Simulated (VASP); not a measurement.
# TiPt3 (Pm-3m) in VASP: a series of runs, part 2 of 2

VASP 6.6.1. Earlier steps stand in the parts before.

### Step 3. Electric field gradients, PBEsol (15.09 Å³/atom)

This run uses another cell than the first one, of 15.09 Å³/atom.

Contents of INCAR:

```
SYSTEM = TiPt3
PREC = Accurate ; ENCUT = 400
EDIFF = 1E-8 ; ISMEAR = -1
SIGMA = 0.05 ; LREAL = .False.
LASPH = .True. ; NELM = 120
ALGO = Normal ; ISIF = 2
LWAVE = .False. ; LCHARG = .False.
GGA = PS ; LEFG = .True.
NBANDS = 29 ; GGA_COMPAT = .False.
```

Contents of KPOINTS:

```
regular mesh
0
Gamma
  9 9 9
  0 0 0
```

Contents of POSCAR:

```
TiPt3
1.0
    3.9228086992      0.0000000000      0.0000000000
    0.0000000000      3.9228086992      0.0000000000
    0.0000000000      0.0000000000      3.9228086992
Ti Pt
1 3
Direct
    0.0000000000      0.0000000000      0.0000000000
    0.0000000000      0.5000000000      0.5000000000
    0.5000000000      0.0000000000      0.5000000000
    0.5000000000      0.5000000000      0.0000000000
```

Potentials or basis: VASP PAW PBE potentials, release 64 (Ti_sv, Pt).

Started as:

```
$ cat potpaw_PBE.64/Ti_sv/POTCAR potpaw_PBE.64/Pt/POTCAR > POTCAR
$ mpirun -np 1 vasp_std > vasp.out
```

OUTCAR:

```text
SYSTEM = TiPt3
   PREC = Accurate
   ENCUT = 400
   EDIFF = 1E-8
   ISMEAR = -1
   LREAL = .False.
   LASPH = .True.
   NELM = 120
   ISIF = 2
   GGA = PS

 ion  position               nearest neighbor table
   1  0.000  0.000  0.000-   2 2.77   3 2.77   4 2.77   2 2.77   3 2.77   2 2.77   4 2.77   2 2.77
                             3 2.77   4 2.77   3 2.77   4 2.77
   2  0.000  0.500  0.500-   1 2.77   3 2.77   4 2.77   1 2.77   4 2.77   1 2.77   3 2.77   1 2.77
                             3 2.77   4 2.77   4 2.77   3 2.77
   3  0.500  0.000  0.500-   1 2.77   2 2.77   4 2.77   1 2.77   4 2.77   2 2.77   4 2.77   4 2.77
                             1 2.77   2 2.77   1 2.77   2 2.77
   4  0.500  0.500  0.000-   1 2.77   2 2.77   3 2.77   2 2.77   3 2.77   1 2.77   3 2.77   3 2.77
                             1 2.77   2 2.77   2 2.77   1 2.77
[... 1003 lines left out ...]
   1       0.000    -0.000    -0.000     0.000     0.000     0.000
   2     -65.159    32.580    32.580     0.000    -0.000    -0.000
   3      32.580   -65.159    32.580     0.000     0.000    -0.000
   4      32.580    32.580   -65.159     0.000     0.000    -0.000
---------------------------------------------------------------------

 Electric field gradients after diagonalization (V/A^2)
 (convention: |V_zz| > |V_xx| > |V_yy|)
----------------------------------------------------------------------
 ion       V_xx      V_yy      V_zz     asymmetry (V_yy - V_xx)/ V_zz
----------------------------------------------------------------------
   1      -0.000     0.000    -0.000      -0.975
   2      32.580    32.580   -65.159       0.000
   3      32.580    32.580   -65.159       0.000
   4      32.580    32.580   -65.159       0.000
----------------------------------------------------------------------

           NMR quadrupolar parameters

 Cq : quadrupolar parameter    Cq=e*Q*V_zz/h
 eta: asymmetry parameters     (V_yy - V_xx)/ V_zz
 Q  : nuclear electric quadrupole moment in mb (millibarn)
----------------------------------------------------------------------
 ion       Cq(MHz)       eta       Q (mb)
----------------------------------------------------------------------
   1      -0.000      -0.975       1.000
   2      -0.158       0.000       1.000
   3      -0.158       0.000       1.000
   4      -0.158       0.000       1.000
----------------------------------------------------------------------
```

OSZICAR:

```text
N       E                     dE             d eps       ncg     rms          rms(c)
DAV:   1     0.323027726581E+03    0.32303E+03   -0.17740E+04  2030   0.129E+03
DAV:   2    -0.136157268964E+02   -0.33664E+03   -0.31854E+03  2160   0.358E+02
DAV:   3    -0.354673396199E+02   -0.21852E+02   -0.20896E+02  2436   0.904E+01
DAV:   4    -0.362460263817E+02   -0.77869E+00   -0.77588E+00  2580   0.160E+01
DAV:   5    -0.362678841050E+02   -0.21858E-01   -0.21855E-01  2436   0.258E+00    0.223E+01
DAV:   6    -0.340137605228E+02    0.22541E+01   -0.10759E+01  2190   0.291E+01    0.134E+01
DAV:   7    -0.338220051630E+02    0.19176E+00   -0.20637E+01  2592   0.288E+01    0.103E+01
DAV:   8    -0.328699575317E+02    0.95205E+00   -0.10043E+00  2167   0.963E+00    0.429E+00
DAV:   9    -0.328549368472E+02    0.15021E-01   -0.14995E+00  2882   0.703E+00    0.337E+00
DAV:  10    -0.327435053367E+02    0.11143E+00   -0.45635E-01  2338   0.464E+00    0.336E-01
DAV:  11    -0.327474484251E+02   -0.39431E-02   -0.97157E-03  2318   0.751E-01    0.600E-01
DAV:  12    -0.327436604284E+02    0.37880E-02   -0.13818E-02  2701   0.743E-01    0.308E-02
DAV:  13    -0.327436718255E+02   -0.11397E-04   -0.19948E-04  2156   0.986E-02    0.172E-02
DAV:  14    -0.327436701468E+02    0.16787E-05   -0.29638E-05  2497   0.396E-02    0.119E-02
DAV:  15    -0.327436690945E+02    0.10523E-05   -0.32426E-06  2298   0.159E-02    0.314E-03
DAV:  16    -0.327436691438E+02   -0.49318E-07   -0.31461E-07  2786   0.370E-03    0.511E-04
DAV:  17    -0.327436691585E+02   -0.14665E-07   -0.21610E-08  1658   0.805E-04    0.131E-04
DAV:  18    -0.327436691587E+02   -0.22919E-09   -0.16334E-09  1050   0.268E-04
   1 F= -.32743669E+02 E0= -.32737552E+02  d E =-.122348E-01
```

stdout:

```text
POSCAR found type information on POSCAR TiPt
 POSCAR found :  2 types and       4 ions
 scaLAPACK will be used
 -----------------------------------------------------------------------------
|                                                                             |
|                                                                             |
|     You enforced a specific xc type in the INCAR file but a different       |
|     I HOPE YOU KNOW WHAT YOU ARE DOING!                                     |
|                                                                             |
 -----------------------------------------------------------------------------

 LDA part: xc-table for (Slater+PW92), standard interpolation
 POSCAR, INCAR and KPOINTS ok, starting setup
 FFT: planning ... GRIDC
 FFT: planning ... GRID_SOFT
 FFT: planning ... GRID
 WAVECAR not read
 entering main loop
ion   1

ion   2

ion   3

ion   4
```

It took 96 s on 1 thread of AMD EPYC 7R13, shared host; peak memory 0.15 GiB.

Results:

```yaml
Free_energy: -32.7437 eV
Pressure: -4.9 GPa
Band_gap_on_the_k_mesh: zero (bands 21 and 22 overlap by 1.50 eV)
Largest_electric_field_gradient_by_atom: Ti -0.0; Pt -65.2 V/Å²
```

Electric field gradients, principal values (V/Å²):
```csv
atom,least,middle,greatest (by size)
1 Ti,0.000,0.000,0.000
2 Pt,32.580,32.580,-65.159
3 Pt,32.580,32.580,-65.159
4 Pt,32.580,32.580,-65.159
```

Caveat: the cell stands under tension; without QUAD_EFG the Cq values of the log hold for a quadrupole moment of 1 mb, not for the nuclei; the PAW data sets were made with another functional, which shifts forces and pressure a little; spin-orbit coupling is left out, which moves the levels of the heavy elements.

### Step 4. Electric field gradients, PBEsol (15.68 Å³/atom)

This run uses another cell than the first one, of 15.68 Å³/atom.

Contents of INCAR:

```
SYSTEM = TiPt3
PREC = Accurate
ENCUT = 400
EDIFF = 1E-8
ISMEAR = -1
SIGMA = 0.05
LREAL = .False.
LASPH = .True.
NELM = 120
ALGO = Normal
ISIF = 2
LWAVE = .False.
LCHARG = .False.
GGA = PS
LEFG = .True.
NBANDS = 29
GGA_COMPAT = .False.
```

KPOINTS is that of step 3.

Contents of POSCAR:

```
TiPt3
1.0
    3.9734311690      0.0000000000      0.0000000000
    0.0000000000      3.9734311690      0.0000000000
    0.0000000000      0.0000000000      3.9734311690
Ti Pt
1 3
Direct
    0.0000000000      0.0000000000      0.0000000000
    0.0000000000      0.5000000000      0.5000000000
    0.5000000000      0.0000000000      0.5000000000
    0.5000000000      0.5000000000      0.0000000000
```

Potentials or basis: VASP PAW PBE potentials, release 64 (Ti_sv, Pt).

Started as:

```
$ cat potpaw_PBE.64/Ti_sv/POTCAR potpaw_PBE.64/Pt/POTCAR > POTCAR
$ mpirun -np 1 vasp_std > vasp.out
```

OUTCAR:

```text
SYSTEM = TiPt3
   PREC = Accurate
   ENCUT = 400
   EDIFF = 1E-8
   ISMEAR = -1
   LREAL = .False.
   LASPH = .True.
   NELM = 120
   ISIF = 2
   GGA = PS

 ion  position               nearest neighbor table
   1  0.000  0.000  0.000-   2 2.81   3 2.81   4 2.81   2 2.81   3 2.81   2 2.81   4 2.81   2 2.81
                             3 2.81   4 2.81   3 2.81   4 2.81
   2  0.000  0.500  0.500-   1 2.81   3 2.81   4 2.81   1 2.81   4 2.81   1 2.81   3 2.81   1 2.81
                             3 2.81   4 2.81   4 2.81   3 2.81
   3  0.500  0.000  0.500-   1 2.81   2 2.81   4 2.81   1 2.81   4 2.81   2 2.81   4 2.81   4 2.81
                             1 2.81   2 2.81   1 2.81   2 2.81
   4  0.500  0.500  0.000-   1 2.81   2 2.81   3 2.81   2 2.81   3 2.81   1 2.81   3 2.81   3 2.81
                             1 2.81   2 2.81   2 2.81   1 2.81
[... 1003 lines left out ...]
   1       0.000    -0.000    -0.000    -0.000     0.000    -0.000
   2     -62.401    31.200    31.200    -0.000    -0.000    -0.000
   3      31.200   -62.401    31.200     0.000    -0.000     0.000
   4      31.200    31.200   -62.401    -0.000    -0.000     0.000
---------------------------------------------------------------------

 Electric field gradients after diagonalization (V/A^2)
 (convention: |V_zz| > |V_xx| > |V_yy|)
----------------------------------------------------------------------
 ion       V_xx      V_yy      V_zz     asymmetry (V_yy - V_xx)/ V_zz
----------------------------------------------------------------------
   1       0.000    -0.000    -0.000       0.598
   2      31.200    31.200   -62.401       0.000
   3      31.200    31.200   -62.401       0.000
   4      31.200    31.200   -62.401       0.000
----------------------------------------------------------------------

           NMR quadrupolar parameters

 Cq : quadrupolar parameter    Cq=e*Q*V_zz/h
 eta: asymmetry parameters     (V_yy - V_xx)/ V_zz
 Q  : nuclear electric quadrupole moment in mb (millibarn)
----------------------------------------------------------------------
 ion       Cq(MHz)       eta       Q (mb)
----------------------------------------------------------------------
   1      -0.000       0.598       1.000
   2      -0.151       0.000       1.000
   3      -0.151       0.000       1.000
   4      -0.151       0.000       1.000
----------------------------------------------------------------------
```

Wall time 96 s (1 thread of AMD EPYC 7R13, shared host); peak memory 0.15 GiB.

Results:

| Quantity | Value |
| --- | --- |
| Free energy | -32.6104 eV |
| Pressure | -13.3 GPa |
| Band gap on the k mesh | zero (bands 21 and 22 overlap by 1.40 eV) |
| Largest electric field gradient by atom | Ti +0.0; Pt -62.4 V/Å² |

Electric field gradients, principal values (V/Å²):
```
atom   least  middle  greatest (by size)
1 Ti   0.000   0.000               0.000
2 Pt  31.200  31.200             -62.401
3 Pt  31.200  31.200             -62.401
4 Pt  31.200  31.200             -62.401
```

Caveat: the cell stands under tension; without QUAD_EFG the Cq values of the log hold for a quadrupole moment of 1 mb, not for the nuclei; the PAW data sets were made with another functional, which shifts forces and pressure a little; spin-orbit coupling is left out, which moves the levels of the heavy elements.

### Step 5. Summary

```csv
cell,gap on the mesh (eV),pressure (GPa)
"a = 3.884 Å, 4 atoms",none,2.9
"a = 3.923 Å, 4 atoms",none,-4.9
"a = 3.973 Å, 4 atoms",none,-13.3
```

Alike in all rows: task electric field gradients; level PBEsol; potentials or basis VASP PAW PBE potentials, release 64 (Ti_sv, Pt); no spin polarisation; k mesh 9 × 9 × 9; cutoff (eV) 400; smearing fermi-dirac 0.05 eV.

Caveats: the PAW data sets were made with another functional, which shifts forces and pressure a little; spin-orbit coupling is left out, which moves the levels of the heavy elements; the cell stands under tension (at least some runs).

Total energies depend on the potentials used, so only differences within one code and one set of settings carry meaning.
